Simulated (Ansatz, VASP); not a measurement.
## ScAl3: VASP beside Ansatz

INCAR

```
SYSTEM = ScAl3
PREC = Accurate
ENCUT = 520
EDIFF = 1E-7
ISMEAR = 0
SIGMA = 0.15
LREAL = .FALSE.
LASPH = .TRUE.
NELM = 100
ALGO = Fast
ISIF = 2
LWAVE = .FALSE.
LCHARG = .TRUE.
GGA = PS
LELF = .TRUE.
LVHAR = .TRUE.
NBANDS = 18
```

KPOINTS

```
Automatic mesh
0
G
  12 12 12
  0 0 0
```

POSCAR

```
ScAl3
1.0
    4.0712986161      0.0000000000      0.0000000000
    0.0000000000      4.0712986161      0.0000000000
    0.0000000000      0.0000000000      4.3970025054
Sc Al
1 3
Direct
    0.0000000000      0.0000000000      0.0000000000
    0.5000000000      0.0000000000      0.5000000000
    0.0000000000      0.5000000000      0.5000000000
    0.5000000000      0.5000000000      0.0000000000
```

Input for Ansatz:

```yaml
crystal:
  lattice:
    - [4.0712986161, 0.0, 0.0]
    - [0.0, 4.0712986161, 0.0]
    - [0.0, 0.0, 4.3970025054]
  atoms:
    - { symbol: Sc, position: [0.0, 0.0, 0.0] }
    - { symbol: Al, position: [0.5, 0.0, 0.5] }
    - { symbol: Al, position: [0.0, 0.5, 0.5] }
    - { symbol: Al, position: [0.5, 0.5, 0.0] }
basis:
  ecutwfc: 420
kpoints:
  mp_grid: { grid: [12, 12, 12] }
hamiltonian:
  xc: pbesol
scf:
  occupations: { method: gaussian, width: 0.15 }
output:
  forces: true
  stress: true
  eigenvalues: true
  write_density: true
  write_potential: true
  elf: true
  volumetric_format: npy
```

Change from the starting cell: strain +0.000 along x and y, +0.080 along z, atoms carried along.

Alike in both runs: task single point; functional PBEsol; k mesh 12 × 12 × 12; occupations gaussian, width 0.15 eV; no spin polarisation.

```csv
,VASP,Ansatz
version,VASP 6.6.1,Ansatz 0.2.0
potentials or method,"VASP PAW PBE potentials, release 64 (Sc_sv, Al), cutoff 520 eV","scalar-relativistic, plane waves, PAW"
valence electrons in the cell,20,20
```

|  | VASP | Ansatz | Ansatz less VASP |
| --- | --- | --- | --- |
| gap on the k mesh at the Fermi level (eV) | none | none | - |
| pressure (GPa) | -5.5 | -5.5 | -0.09 |
| traceless stress, the component that is largest in VASP (GPa) | -6.41 | -6.39 | +0.020 |

VASP's potentials were made for PBE, not for PBEsol. A gap of «none» marks a metal or a gap that the smearing closes.
